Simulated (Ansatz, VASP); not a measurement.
## One calculation of Hf, two programs

File INCAR:

```
SYSTEM = Hf
PREC     = Accurate       ! precision mode
ENCUT    = 400            ! plane-wave cutoff, eV
EDIFF    = 1E-6           ! SCF threshold, eV
ISMEAR   = 1              ! smearing method
SIGMA    = 0.1            ! smearing width, eV
LREAL    = .False.        ! projectors in reciprocal space
LASPH    = .True.         ! aspherical terms in the spheres
NELM     = 120            ! most SCF steps
ALGO     = Normal         ! electronic algorithm
ISIF     = 2              ! what is computed and relaxed
LWAVE    = .False.        ! write WAVECAR
LCHARG   = .True.         ! write CHGCAR
LDIPOL   = .True.       
IDIPOL   = 3            
DIPOL    = 0.5 0.5 0.334
GGA      = CA             ! functional
LELF     = .True.         ! ELF
LVHAR    = .True.       
LVACPOTAV= .True.       
NBANDS   = 72             ! bands
GGA_COMPAT= .False.      
NELMDL   = -8
```

The input KPOINTS:

```
regular mesh
0
Gamma
  9 9 1
  0 0 0
```

Contents of POSCAR:

```
Hf
1.0
    0.0000000284      5.4114904290      0.0000000000
   -4.6864881981     -2.7057451899      0.0000000000
    0.0000000000      0.0000000000     28.7889438077
Hf
12
Direct
    0.6666666667      0.6666666667      0.2084133423
    0.3333333333      1.0000000000      0.2084133423
    0.0000000000      0.3333333333      0.2084133423
    0.3333333333      0.3333333333      0.2888605202
    0.0000000000      0.6666666667      0.2888545080
    0.6666666667      0.0000000000      0.2889720184
    0.6693214810      0.6718052249      0.3772900247
    0.3358170773      0.9973451857      0.3772900247
   -0.0051385582      0.3308495894      0.3772900247
    0.3333333333      0.3333333333      0.4610694169
    0.0000000000      0.6666666667      0.4630151363
    0.6666666667      0.0000000000      0.4633741781
```

Input for Ansatz:

```yaml
crystal:
  lattice:
    - [2.84e-08, 5.411490429, 0.0]
    - [-4.6864881981, -2.7057451899, 0.0]
    - [0.0, 0.0, 28.7889438077]
  atoms:
    - { symbol: Hf, position: [0.6666666667, 0.6666666667, 0.2084133423] }
    - { symbol: Hf, position: [0.3333333333, 1.0, 0.2084133423] }
    - { symbol: Hf, position: [0.0, 0.3333333333, 0.2084133423] }
    - { symbol: Hf, position: [0.3333333333, 0.3333333333, 0.2888605202] }
    - { symbol: Hf, position: [0.0, 0.6666666667, 0.288854508] }
    - { symbol: Hf, position: [0.6666666667, 0.0, 0.2889720184] }
    - { symbol: Hf, position: [0.669321481, 0.6718052249, 0.3772900247] }
    - { symbol: Hf, position: [0.3358170773, 0.9973451857, 0.3772900247] }
    - { symbol: Hf, position: [-0.0051385582, 0.3308495894, 0.3772900247] }
    - { symbol: Hf, position: [0.3333333333, 0.3333333333, 0.4610694169] }
    - { symbol: Hf, position: [0.0, 0.6666666667, 0.4630151363] }
    - { symbol: Hf, position: [0.6666666667, 0.0, 0.4633741781] }
basis:
  ecutwfc: 420
kpoints:
  mp_grid: { grid: [9, 9, 1] }
hamiltonian:
  xc: lda
  pseudopotentials: { kind: paw, azcp: { folder: soft_1 } }
scf:
  occupations: { method: methfessel_paxton, width: 0.1 }
  n_extra_bands: 14
  max_iter: 160
output:
  forces: true
  eigenvalues: true
efield:
  axis: 3
  dipole_correction: true
```

Alike in both runs: task single point; functional LDA; k mesh 9 × 9 × 1; occupations methfessel-paxton of order 1, width 0.1 eV; no spin polarisation.

|  | VASP | Ansatz |
| --- | --- | --- |
| version | VASP 6.6.1 | Ansatz 0.2.0 |
| potentials or method | VASP PAW LDA potentials, release 64 (Hf_pv), cutoff 400 eV | scalar-relativistic, plane waves, PAW |
| valence electrons in the cell | 120 | 312 |

Ansatz gave:

* gap on the k mesh at the Fermi level (eV): none
* rms of the force components (eV/Å): 0.300

Estimate VASP's values.

gap on the k mesh at the Fermi level (eV): none; rms of the force components (eV/Å): 0.303.

Ansatz warns that its potentials were made for another functional, while VASP's fit it. LDA's correlation is that of Perdew and Zunger in VASP and of Perdew and Wang (1992) in Ansatz. Atom by atom the forces differ by 0.005 eV/Å (rms over components). A gap of «none» marks a metal or a gap that the smearing closes. VASP's potentials hold 120 valence electrons a cell and Ansatz's 312, so a difference there can come from the potentials and not from the codes.

Spin-orbit coupling is off throughout.
